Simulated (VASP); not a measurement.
Wanted: the native input for a VASP 6.6.1 run.

| Item | Value |
| --- | --- |
| Task | single point |
| Functional | LDA |
| Potentials or basis | VASP PAW LDA potentials, release 64 (Sr_sv, Mg) |
| Cutoff | 520 eV |
| k mesh | 6 × 6 × 6 |
| Occupations | methfessel-paxton, width 0.05 eV |
| Spin | no spin polarisation |
| Dipole correction | no |
| Further INCAR settings | ALGO = Normal; EDIFF = 1e-07; NBANDS = 13 |

The structure of SrMg lies in POSCAR:

```
SrMg
1.0
    4.0259225001      0.0000000000      0.0000000000
    0.0000000000      4.0259225001      0.0000000000
    0.0000000000      0.0000000000      4.0259225001
Sr Mg
1 1
Direct
    0.0000000000      0.0000000000      0.0000000000
    0.5000000000      0.5000000000      0.5000000000
```

One way to write it, as run:

INCAR

```
PREC     = Accurate       # precision mode
ENCUT    = 520            # plane-wave cutoff, eV
EDIFF    = 1E-7           # SCF threshold, eV
ISMEAR   = 1              # smearing method
SIGMA    = 0.05           # smearing width, eV
LREAL    = False          # projectors in reciprocal space
LASPH    = True           # aspherical terms in the spheres
NELM     = 100            # most SCF steps
ALGO     = Normal         # electronic algorithm
ISIF     = 2              # what is computed and relaxed
LWAVE    = False          # write WAVECAR
LCHARG   = False          # write CHGCAR
NBANDS   = 13             # bands
```

KPOINTS

```
regular mesh
0
Gamma
  6 6 6
```

Potentials or basis: VASP PAW LDA potentials, release 64 (Sr_sv, Mg).

Command:

```sh
$ cat potpaw_LDA.64/Sr_sv/POTCAR potpaw_LDA.64/Mg/POTCAR > POTCAR
$ mpirun -np 1 vasp_std > vasp.out
```

It gave:

The pressure is 0.3 GPa and the band gap on the k mesh is zero (band 6 reaches 2.90 eV, above the bottom of band 7 at 1.50 eV).

Run time: 5.2 s on 1 thread of Intel(R) Xeon(R) 6975P-C (Granite Rapids), on a shared host, peak memory 0.15 GiB.
